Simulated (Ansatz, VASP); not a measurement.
**One calculation of Au, two programs**

```
CELL_PARAMETERS angstrom
2.94023 0.00000 0.00000
0.00000 4.15811 0.00000
0.00000 0.00000 19.41035
ATOMIC_POSITIONS crystal
Au 0.50000 0.50000 0.39347
Au 0.00000 0.00000 0.45431
Au 0.50000 0.50000 0.54569
Au 0.00000 0.00000 0.60653
```

Alike in both runs: functional PBE; k mesh 12 × 8 × 1; occupations gaussian, width 0.1 eV; no spin polarisation.

Ansatz relaxed the structure, and its values are those at the end. VASP's run is a single point on that final structure, the one shown.

|  | VASP | Ansatz |
| --- | --- | --- |
| version | VASP 6.6.1 | Ansatz 0.2.0 |
| potentials or method | VASP PAW PBE potentials, release 64 (Au), cutoff 520 eV | scalar-relativistic, plane waves, PAW |
| valence electrons in the cell | 44 | 76 |

|  | VASP | Ansatz | Ansatz less VASP |
| --- | --- | --- | --- |
| gap on the k mesh at the Fermi level (eV) | none | none | - |
| rms of the force components (eV/Å) | 0.003 | 0.002 | -0.0014 |
| work function, face that differs most (eV) | 4.91 | 4.91 | -0.004 |

A gap of «none» marks a metal or a gap that the smearing closes. VASP's potentials hold 44 valence electrons a cell and Ansatz's 76, so a difference there can come from the potentials and not from the codes. Ansatz's warnings: xc potential rough in thin density.

Spin-orbit coupling is off throughout.
